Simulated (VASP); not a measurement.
Rb, 4 atoms in the cell. The structure is hexagonal, space group P6_3/mmc (No. 194). The conventional cell has a = 4.768 Å, b = 4.768 Å, c = 15.573 Å, α = 90.00°, β = 90.00°, γ = 120.00°. This isn't the form of Rb at room conditions, which is bcc.

```yaml
Program: VASP 6.6.1
Task: single point
Functional: PBEsol
Potentials_or_basis: VASP PAW PBE potentials, release 64 (Rb_sv)
Cutoff: 520 eV
k_mesh: 8 × 8 × 3
Occupations: fermi-dirac, width 0.1 eV
Spin: no spin polarisation
Dipole_correction: no
Further_INCAR_settings: ALGO = Normal; EDIFF = 1e-06; NBANDS = 26
```

Potentials or basis: VASP PAW PBE potentials, release 64 (Rb_sv).

Run with:

```sh
$ cat potpaw_PBE.64/Rb_sv/POTCAR > POTCAR
$ mpirun -np 1 vasp_std > vasp.out
```

Hardware: 1 thread of Oxide Virtual Turin-like Processor, on a shared host.

How long does it take, and how much memory?

Run time: 2.4 min on 1 thread of Oxide Virtual Turin-like Processor, on a shared host, peak memory 0.41 GiB. Counts: scf iterations 11, k points 20.
